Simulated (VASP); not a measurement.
**W: single point with PBE**

Crystal: W.

```
CELL_PARAMETERS angstrom
-1.58234 1.58234 1.58234
1.58234 -1.58234 1.58234
1.58234 1.58234 -1.58234
ATOMIC_POSITIONS crystal
W 0.00000 0.00000 0.00000
```

* Program: VASP 6.6.1
* Task: single point
* Functional: PBE
* Potentials or basis: VASP PAW PBE potentials, release 64 (W_sv)
* Cutoff: 520 eV
* k mesh: 12 × 12 × 12
* Occupations: gaussian, width 0.024 eV
* Spin: no spin polarisation
* Dipole correction: no
* Further INCAR settings: ALGO = Normal; EDIFF = 1e-06; NBANDS = 13

The pressure is 6.7 GPa. The band gap on the k mesh is zero (band 7 reaches 16.61 eV, above the bottom of band 8 at 10.21 eV).

Levels at points of the mesh, in eV from the Fermi level:
| k point | band 4 | band 5 | band 6 | band 7 | band 8 | band 9 | band 10 | band 11 |
| --- | --- | --- | --- | --- | --- | --- | --- | --- |
| (0.00, 0.00, 0.00) | -37.64 | -9.52 | -1.12 | -1.12 | -1.12 | 2.37 | 2.37 | 14.63 |
| (0.50, 0.00, 0.00) | -37.65 | -6.16 | -3.46 | 0.79 | 2.27 | 3.24 | 6.26 | 11.20 |
| (0.50, 0.50, 0.50) | -38.54 | -5.72 | -5.72 | 5.27 | 5.27 | 5.27 | 8.36 | 8.36 |

It took 4.9 s on 1 thread of Intel(R) Xeon(R) 6975P-C (Granite Rapids) (shared host), peak memory 0.13 GiB.

Caveat: spin-orbit coupling is left out, which moves the levels of the heavy elements.
